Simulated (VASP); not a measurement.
# CoO (Fm-3m) in VASP: single point with r2SCAN

Aim: the single point of CoO with r2SCAN.

Program: VASP 6.6.1. These are calculated values, not measurements. Logs are shortened: lines on timing, memory, paths and dates and some standing lists are left out, and cuts for length are marked.

### Step 1. The cell of the first run

The structure is cubic, space group Fm-3m (No. 225). The conventional cell has a = 4.060 Å, b = 4.060 Å, c = 4.060 Å, α = 90.00°, β = 90.00°, γ = 90.00°. Within 2.7 Å of Co (site symmetry m-3m) lie 6 O at 2.03 Å. O (site symmetry m-3m) has 6 Co at 2.03 Å within 2.7 Å.

### Step 2. Single point, r2SCAN

Input file POSCAR:

```
CoO
1.0
    1.4354055585      0.8287317856      2.3440498282
   -1.4354055585      0.8287317856      2.3440498282
    0.0000000000     -1.6574635712      2.3440498282
Co O
1 1
Direct
    0.0000000000      0.0000000000      0.0000000000
    0.5000000000      0.5000000000      0.5000000000
```

Input file INCAR.step1:

```
PREC = Accurate
ENCUT = 770
ISMEAR = 0
SIGMA = 0.02
LREAL = F
LASPH = T
NELM = 120
NBANDS = 18
GGA = PE
ALGO = Normal
EDIFF = 1E-5
LWAVE = T
LCHARG = F
GGA_COMPAT = F
```

Input file INCAR.step2:

```
PREC = Accurate
ENCUT = 770
EDIFF = 1E-6
ISMEAR = 0
SIGMA = 0.02
LREAL = F
LASPH = T
NELM = 120
ALGO = Normal
ISIF = 2
LWAVE = F
LCHARG = F
METAGGA = R2SCAN
LMIXTAU = T
NBANDS = 18
ISTART = 1
GGA_COMPAT = F
```

Input file KPOINTS:

```
regular mesh
0
Gamma
  12 12 12
```

Potentials or basis: VASP PAW PBE potentials, release 64 (Co_sv, O).

On the command line:

```sh
$ cat potpaw_PBE.64/Co_sv/POTCAR potpaw_PBE.64/O/POTCAR > POTCAR
$ cp INCAR.step1 INCAR
$ mpirun -np 1 vasp_std > vasp.out
$ cp INCAR.step2 INCAR
$ mpirun -np 1 vasp_std > vasp.out
```

OUTCAR:

```text
PREC = Accurate
   ENCUT = 770
   EDIFF = 1E-6
   ISMEAR = 0
   LREAL = F
   LASPH = T
   NELM = 120
   ISIF = 2
   METAGGA = R2SCAN
   ISTART = 1

 ion  position               nearest neighbor table
   1  0.000  0.000  0.000-   2 2.03   2 2.03   2 2.03   2 2.03   2 2.03   2 2.03
   2  0.500  0.500  0.500-   1 2.03   1 2.03   1 2.03   1 2.03   1 2.03   1 2.03

  LATTYP: Found a trigonal (rhomboedric) cell.
 ALAT       =     2.8708457094
 COS(alpha) =     0.5000120495

  Lattice vectors:

 A1 = (   1.4354055585,   0.8287317856,   2.3440498282)
 A2 = (  -1.4354055585,   0.8287317856,   2.3440498282)
 A3 = (   0.0000000000,  -1.6574635712,   2.3440498282)

Analysis of symmetry for initial positions (statically):
=====================================================================
 Subroutine PRICEL returns:
 Original cell was already a primitive cell.

 Routine SETGRP: Setting up the symmetry group for a
 trigonal (rhombohedral) supercell.

 Subroutine GETGRP returns: Found 12 space group operations
 (whereof 12 operations were pure point group operations)
 out of a pool of 12 trial point group operations.

The static configuration has the point symmetry D_3d.

Analysis of symmetry for dynamics (positions and initial velocities):
=====================================================================
 Subroutine PRICEL returns:
 Original cell was already a primitive cell.

 Routine SETGRP: Setting up the symmetry group for a
 trigonal (rhombohedral) supercell.

 Subroutine GETGRP returns: Found 12 space group operations
 (whereof 12 operations were pure point group operations)
 out of a pool of 12 trial point group operations.

The dynamic configuration has the point symmetry D_3d.

 Subroutine INISYM returns: Found 12 space group operations
 (whereof 12 operations are pure point group operations),
 and found     1 'primitive' translations

----------------------------------------------------------------------------------------

                                     Primitive cell

  volume of cell :      16.7304

  direct lattice vectors                    reciprocal lattice vectors
     1.435405559  0.828731786  2.344049828     0.348333610  0.201110503  0.142204031
    -1.435405559  0.828731786  2.344049828    -0.348333610  0.201110503  0.142204031
     0.000000000 -1.657463571  2.344049828     0.000000000 -0.402221007  0.142204031

  length of vectors
     2.870845709  2.870845709  2.870845709     0.426618946  0.426618946  0.426618946

  position of ions in fractional coordinates (direct lattice)
     0.000000000  0.000000000  0.000000000
     0.500000000  0.500000000  0.500000000

  ion indices of the primitive-cell ions
   primitive index   ion index
                 1           1
                 2           2

----------------------------------------------------------------------------------------

 KPOINTS: regular mesh

Automatic generation of k-mesh.
 Grid dimensions read from file:
 generate k-points for:   12   12   12

 Generating k-lattice:

  Cartesian coordinates                     Fractional coordinates (reciprocal lattice)
     0.029027801  0.016759209  0.011850336     0.083333333 -0.000000000 -0.000000000
    -0.029027801  0.016759209  0.011850336    -0.000000000  0.083333333 -0.000000000
     0.000000000 -0.033518417  0.011850336    -0.000000000 -0.000000000  0.083333333

  Length of vectors
     0.035551579  0.035551579  0.035551579

  Shift w.r.t. Gamma in fractional coordinates (k-lattice)
     0.000000000  0.000000000  0.000000000

 Subroutine IBZKPT returns following result:
 ===========================================

 Found    189 irreducible k-points:

 Following reciprocal coordinates:
            Coordinates               Weight
  0.000000  0.000000  0.000000      1.000000
  0.083333 -0.000000  0.000000      6.000000
  0.083333  0.083333  0.083333      2.000000
  0.166667  0.000000  0.000000      6.000000
  0.166667  0.166667  0.166667      2.000000
  0.250000  0.000000  0.000000      6.000000
[... 16 lines left out ...]
  0.333333  0.250000  0.333333      6.000000
  0.416667  0.083333 -0.000000     12.000000
 [... further k-points ...]
   k-points           NKPTS =    189   k-points in BZ     NKDIM =    189   number of bands    NBANDS=     18
   number of dos      NEDOS =    301   number of ions     NIONS =      2
   total plane-waves  NPLWV =  21952
   dimension x,y,z NGX =    28 NGY =   28 NGZ =   28
   dimension x,y,z NGXF=    56 NGYF=   56 NGZF=   56
   ions per type =               1   1
   NGX,Y,Z   is equivalent  to a cutoff of  16.21, 16.21, 16.21 a.u.
   NGXF,Y,Z  is equivalent  to a cutoff of  32.43, 32.43, 32.43 a.u.
 SYSTEM =  unknown system
   PREC   = accura    normal or accurate (medium, high low for compatibility)
   ISTART =      1    job   : 0-new  1-cont  2-samecut
   ICHARG =      0    charge: 1-file 2-atom 10-const
   ISPIN  =      1    spin polarized calculation?
   LNONCOLLINEAR =      F non collinear calculations
   LSORBIT =      F    spin-orbit coupling
   LASPH  =      T    aspherical Exc in radial PAW
   ENCUT  =  770.0 eV  56.59 Ry    7.52 a.u.   6.50  6.50  6.50*2*pi/ulx,y,z
   NELM   =    120;   NELMIN=  2; NELMDL=  0     # of ELM steps
   EDIFF  = 0.1E-05   stopping-criterion for ELM
   LREAL  =      F    real-space projection
   EDIFFG = 0.1E-04   stopping-criterion for IOM
   NSW    =      0    number of steps for IOM
   IBRION =     -1    ionic relax: 0-MD 1-quasi-New 2-CG
   NFREE  =      0    steps in history (QN), initial steepest desc. (CG)
   ISIF   =      2    stress and relaxation
   ISYM   =      2    0-nonsym 1-usesym 2-fastsym
   POTIM  = 0.5000    time-step for ionic-motion
   TEBEG  =    0.0;   TEEND  =   0.0 temperature during run
   PSTRESS=    0.0 pullay stress
   NELECT =      23.0000    total number of electrons
   NUPDOWN=      -1.0000    fix difference up-down
   EMIN   =  10.00;   EMAX   =-10.00  energy-range for DOS
   EFERMI =   0.00;   METHOD = LEGACY
   ISMEAR =     0;   SIGMA  =   0.02  broadening in eV -4-tet -1-fermi 0-gaus
   EFERMI_NEDOS =   21; number of points for ismear=-14 and -15
   IALGO  =     38    algorithm
   IMIX   =      4    mixing-type and parameters
     AMIX     =   0.40;   BMIX     =  1.00
     AMIX_MAG =   1.60;   BMIX_MAG =  1.00
  volume/ion in A,a.u.               =       8.37        56.45
  Fermi-wavevector in a.u.,A,eV,Ry     =   1.820323  3.439912 45.083953  3.313577
  Thomas-Fermi vector in A             =   2.876923
   LORBIT       =      0    0 simple, 1 ext, 2 COOP (PROOUT), +10 PAW based schemes
   METAGGA = R2SCAN    functional components
   LHFCALC =     F    Hartree Fock is set to
   AEXX    =    0.0000 exact exchange contribution
   IVDW    =     0    specifies the selected vdW correction
   LEPSILON=     F    determine dielectric tensor
   LRPA    =     F    only Hartree local field effects (RPA)
 non-spin polarized calculation
 Gauss-broadening in eV      SIGMA  =   0.02
  energy-cutoff  :      770.00
  volume of cell :       16.73
 maximum number of plane-waves:       869
 NGX is ok and might be reduce to    28
   NGX = 13   NGY = 13   NGZ = 13

 number of electron      23.0000014 magnetization

 Free energy of the ion-electron system (eV)
  ---------------------------------------------------
  ext. energy  EPLUGINS =         0.00000000
  ---------------------------------------------------
  free energy    TOTEN  =       -20.49126347 eV

  energy without entropy =      -20.49100516  energy(sigma->0) =      -20.49113432

 E-fermi :  11.2019     XC(G=0): -14.3746

 val. band max:       11.1817388648   @ k =  -0.3333   0.4167   0.1667
 cond. band min:      11.2158564418   @ k =   0.4167   0.2500  -0.3333
 fundamental gap:      0.0341175770
 Fermi energy:        11.2019469703

 k-point     1 :       0.0000    0.0000    0.0000
  band No.  band energies     occupation
      1     -87.3505      2.00000
      2     -49.2766      2.00000
      3     -49.2766      2.00000
      4     -49.2765      2.00000
      5     -11.9250      2.00000
      6       6.7521      2.00000
[... 10 lines left out ...]
     17      31.3505      0.00000
     18      31.3505      0.00000

 k-point     2 :       0.0833   -0.0000    0.0000
  band No.  band energies     occupation
      1     -87.3499      2.00000
      2     -49.2817      2.00000
      3     -49.2772      2.00000
      4     -49.2772      2.00000
      5     -11.8369      2.00000
      6       6.1603      2.00000
[... 10 lines left out ...]
     17      31.1901      0.00000
     18      32.0939      0.00000

 k-point     3 :       0.0833    0.0833    0.0833
  band No.  band energies     occupation
      1     -87.3499      2.00000
      2     -49.2817      2.00000
      3     -49.2772      2.00000
      4     -49.2772      2.00000
      5     -11.8369      2.00000
      6       6.1602      2.00000
[... 10 lines left out ...]
     17      31.1901      0.00000
     18      32.0937      0.00000

 k-point     4 :       0.1667    0.0000    0.0000
  band No.  band energies     occupation
      1     -87.3485      2.00000
      2     -49.2960      2.00000
      3     -49.2789      2.00000
      4     -49.2789      2.00000
      5     -11.5876      2.00000
      6       4.9237      2.00000
[... 375 lines left out ...]
      4     -49.2842      2.00000
      5     -10.9196      2.00000
      6       2.7713      2.00000
[... 10 lines left out ...]
     17      28.1532      0.00000
     18      33.7142      0.00000

 k-point    23 :       0.3333    0.2500    0.3333
  band No.  band energies     occupation
      1     -87.3448      2.00000
      2     -49.3284      2.00000
      3     -49.2858      2.00000
      4     -49.2842      2.00000
      5     -10.9196      2.00000
      6       2.7713      2.00000
[... 10 lines left out ...]
     17      28.1533      0.00000
     18      33.7145      0.00000

 k-point    24 :       0.4167    0.0833   -0.0000
  band No.  band energies     occupation
      1     -87.3431      2.00000
      2     -49.3439      2.00000
      3     -49.2872      2.00000
      4     -49.2870      2.00000
      5     -10.5802      2.00000
      6       1.9206      2.00000
[... 10 lines left out ...]
     17      27.2560      0.00000
     18      34.8134      0.00000

 [... further k-points ...]

------------------------ aborting loop because EDIFF is reached ----------------------------------------

  FORCE on cell =-STRESS in cart. coord.  units (eV):
  Direction    XX          YY          ZZ          XY          YZ          ZX
  --------------------------------------------------------------------------------------
  -------------------------------------------------------------------------------------
  Total       -0.0851013     -0.0851013     -0.0852804      0.0000000     -0.0000000     -0.0000000
  in kB       -8.1496717     -8.1496717     -8.1668235      0.0000000     -0.0000000     -0.0000000
  external PRESSURE =      -8.1553890 kB  Pullay stress =       0.0000000 kB

 VOLUME and BASIS-vectors are now :
 -----------------------------------------------------------------------------
  energy-cutoff  :      770.00
  volume of cell :       16.73
      direct lattice vectors                 reciprocal lattice vectors
     1.435405559  0.828731786  2.344049828     0.348333610  0.201110503  0.142204031
    -1.435405559  0.828731786  2.344049828    -0.348333610  0.201110503  0.142204031
     0.000000000 -1.657463571  2.344049828     0.000000000 -0.402221007  0.142204031

 POSITION                                       TOTAL-FORCE (eV/Angst)
 -----------------------------------------------------------------------------------
      0.00000      0.00000      0.00000        -0.000000     -0.000000     -0.000000
      0.00000      0.00000      3.51607         0.000000      0.000000      0.000000
 -----------------------------------------------------------------------------------
    total drift:                                0.000000      0.000000      0.000000

  FREE ENERGIE OF THE ION-ELECTRON SYSTEM (eV)
  ---------------------------------------------------
  free  energy   TOTEN  =       -20.4912634749 eV

  energy  without entropy=      -20.4910051632  energy(sigma->0) =      -20.49113432
```

It took 6.9 min on 1 thread of Intel Xeon Platinum 8259CL at 2.50GHz (Skylake/Cascade Lake), shared host; peak memory 0.24 GiB.

What came out:

```yaml
Free_energy: -20.4913 eV
Pressure: -0.8 GPa
Band_gap_on_the_k_mesh: zero (an odd number of electrons rules out a gap without spin polarisation)
```

Caveat: the PAW data sets were made with another functional, which shifts forces and pressure a little; an odd number of electrons without spin polarisation forces a metal; a magnetic or distorted state may lie lower; the run has no spin polarisation, though such a crystal can be magnetic; semilocal functionals often make such compounds metallic where correlation or magnetic order opens a gap, which also shifts bond lengths. Spin polarisation is off, so any magnetic state and its effect on volume and gap are missing.

The gap in the log of VASP goes by the Fermi energy; the results here count the filled bands.